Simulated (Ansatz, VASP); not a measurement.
# ZrSi2: VASP beside Ansatz

INCAR

```
PREC = Accurate ; ENCUT = 520
EDIFF = 1E-7 ; ISMEAR = 0
SIGMA = 0.05 ; LREAL = False
LASPH = True ; NELM = 100
ALGO = Fast ; ISIF = 2
LWAVE = False ; LCHARG = True
GGA = PE ; LELF = True
LVHAR = True ; NBANDS = 17
```

Contents of KPOINTS:

```
Automatic mesh
0
Gamma
  14 14 14
```

The input POSCAR:

```
ZrSi2
1.0
   -1.6438588907      1.6438588907      4.5852081499
    1.6438588907     -1.6438588907      4.5852081499
    1.6438588907      1.6438588907     -4.5852081499
Zr Si
1 2
Direct
    0.0000000000      0.0000000000      0.0000000000
    0.3465422263      0.3100427431      0.0364994832
    0.6899572569      0.6899572569      0.0000000000
```

Input for Ansatz:

```yaml
crystal:
  lattice:
    - [-1.6438588907, 1.6438588907, 4.5852081499]
    - [1.6438588907, -1.6438588907, 4.5852081499]
    - [1.6438588907, 1.6438588907, -4.5852081499]
  atoms:
    - { symbol: Zr, position: [0.0, 0.0, 0.0] }
    - { symbol: Si, position: [0.3465422263, 0.3100427431, 0.0364994832] }
    - { symbol: Si, position: [0.6899572569, 0.6899572569, 0.0] }
basis:
  ecutwfc: 420
  ecutrho_ratio: 4
kpoints:
  mp_grid: { grid: [14, 14, 14] }
hamiltonian:
  xc: pbe
scf:
  occupations: { method: gaussian, width: 0.05 }
output:
  forces: true
  stress: true
  eigenvalues: true
  write_density: true
  write_potential: true
  elf: true
  volumetric_format: npy
```

Alike in both runs: task single point; functional PBE; k mesh 14 × 14 × 14; occupations gaussian, width 0.05 eV; no spin polarisation.

```csv
,VASP,Ansatz
version,VASP 6.6.1,Ansatz 0.2.0
potentials or method,"VASP PAW PBE potentials, release 64 (Zr_sv, Si), cutoff 520 eV","scalar-relativistic, plane waves, PAW"
valence electrons in the cell,20,20
```

|  | VASP | Ansatz | Ansatz less VASP |
| --- | --- | --- | --- |
| gap on the k mesh at the Fermi level (eV) | none | none | - |
| pressure (GPa) | 0.5 | 0.4 | -0.02 |
| traceless stress, the component that is largest in VASP (GPa) | -0.75 | -0.74 | +0.010 |
| rms of the force components (eV/Å) | 0.188 | 0.189 | +0.0005 |

Atom by atom the forces differ by 0.002 eV/Å (rms over components). A gap of «none» marks a metal or a gap that the smearing closes.
